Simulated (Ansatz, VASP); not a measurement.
**One calculation of TaSi6, two programs**

Contents of INCAR:

```
SYSTEM = TaSi6
PREC = Accurate
ENCUT = 520
EDIFF = 1E-6
ISMEAR = 0
SIGMA = 0.1
LREAL = .False.
LASPH = .True.
NELM = 100
ALGO = Normal
ISIF = 2
LWAVE = .False.
LCHARG = .True.
GGA = PE
LELF = .True.
LVHAR = .True.
NBANDS = 26
```

File KPOINTS:

```
regular mesh
0
Gamma
  4 4 4
  0 0 0
```

POSCAR

```
TaSi6
1.0
    4.6464431300      0.0000000000      0.0000000000
    0.0000000000      4.6464431300      0.0000000000
    0.0000000000      0.0000000000      4.6464431300
Ta Si
1 6
Direct
    0.0000000000      0.0000000000      0.0000000000
    0.1975000100      0.5000000000      0.5000000000
    0.5000000000      0.1975000100      0.5000000000
    0.8024999900      0.5000000000      0.5000000000
    0.5000000000      0.8024999900      0.5000000000
    0.5000000000      0.5000000000      0.1975000100
    0.5000000000      0.5000000000      0.8024999900
```

Input for Ansatz:

```yaml
crystal:
  lattice:
    - [4.64644313, 0.0, 0.0]
    - [0.0, 4.64644313, 0.0]
    - [0.0, 0.0, 4.64644313]
  atoms:
    - { symbol: Ta, position: [0.0, 0.0, 0.0] }
    - { symbol: Si, position: [0.19750001, 0.5, 0.5] }
    - { symbol: Si, position: [0.5, 0.19750001, 0.5] }
    - { symbol: Si, position: [0.80249999, 0.5, 0.5] }
    - { symbol: Si, position: [0.5, 0.80249999, 0.5] }
    - { symbol: Si, position: [0.5, 0.5, 0.19750001] }
    - { symbol: Si, position: [0.5, 0.5, 0.80249999] }
basis:
  ecutwfc: 420
kpoints:
  mp_grid: { grid: [4, 4, 4] }
hamiltonian:
  xc: pbe
scf:
  occupations: { method: gaussian, width: 0.1 }
  lower_state_search: "off"
output:
  forces: true
  stress: true
  eigenvalues: true
```

Change from the starting cell: species swapped into the LaB6 type (Pm-3m, No. 221).

Alike in both runs: task single point; functional PBE; k mesh 4 × 4 × 4; occupations gaussian, width 0.1 eV; no spin polarisation.

|  | VASP | Ansatz |
| --- | --- | --- |
| version | VASP 6.6.1 | Ansatz 0.2.0 |
| potentials or method | VASP PAW PBE potentials, release 64 (Ta_pv, Si), cutoff 520 eV | scalar-relativistic, plane waves, PAW |
| valence electrons in the cell | 35 | 37 |

```tsv
	VASP	Ansatz	Ansatz less VASP
gap on the k mesh at the Fermi level (eV)	none	none	-
rms of the force components (eV/Å)	2.605	2.647	+0.0419
```

Atom by atom the forces differ by 0.042 eV/Å (rms over components). A gap of «none» marks a metal or a gap that the smearing closes. VASP's potentials hold 35 valence electrons a cell and Ansatz's 37, so a difference there can come from the potentials and not from the codes.

Neither program's run includes spin-orbit coupling.
